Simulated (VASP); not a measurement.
A run of VASP 6.6.1 is set up as follows.

File INCAR:

```
SYSTEM = SnPb5S6
  ALGO = Normal
  EDIFF = 1E-6
  ENCUT = 520
  GGA = PE
  ISIF = 2
  ISMEAR = 0
  LASPH = .True.
  LCHARG = .True.
  LELF = .True.
  LREAL = .False.
  LVHAR = .True.
  LWAVE = .False.
  NBANDS = 72
  NELM = 60
  PREC = Accurate
  SIGMA = 0.1
```

The input KPOINTS:

```
k-points
0
Gamma
  4 4 1
  0 0 0
```

POSCAR

```
SnPb5S6
1.0
    4.2455943300      0.0000000000      0.0000000000
    0.0000000000      4.2455943300      0.0000000000
    0.0000000000      0.0000000000     18.0125312600
Sn Pb S
1 5 6
Direct
    0.5000000000      0.5000000000      0.5000000000
    0.0000000000      0.0000000000      0.0000000000
    0.5000000000      0.5000000000      0.1666666700
    0.0000000000      0.0000000000      0.3333333300
    0.0000000000      0.0000000000      0.6666666700
    0.5000000000      0.5000000000      0.8333333300
    0.0000000000      0.0000000000      0.1666666700
    0.5000000000      0.5000000000      0.3333333300
    0.0000000000      0.0000000000      0.5000000000
    0.5000000000      0.5000000000      0.6666666700
    0.0000000000      0.0000000000      0.8333333300
    0.5000000000      0.5000000000      0.0000000000
```

Potentials or basis: VASP PAW PBE potentials, release 64 (Sn_d, Pb_d, S).

Command:

```bash
$ cat potpaw_PBE.64/Sn_d/POTCAR potpaw_PBE.64/Pb_d/POTCAR potpaw_PBE.64/S/POTCAR > POTCAR
$ mpirun -np 1 vasp_std > vasp.out
```

What does it give for the pressure?

-0.7 GPa.

Predict the band gap on the k mesh.

0.74 eV.

Stress tensor (GPa, compression positive):
```
-0.04  0.00  0.00
 0.00 -0.04  0.00
 0.00  0.00 -1.90
```

Caveat: spin-orbit coupling is left out, which moves the levels of the heavy elements; an odd mesh through Γ misses points on the zone boundary, where band edges can lie.
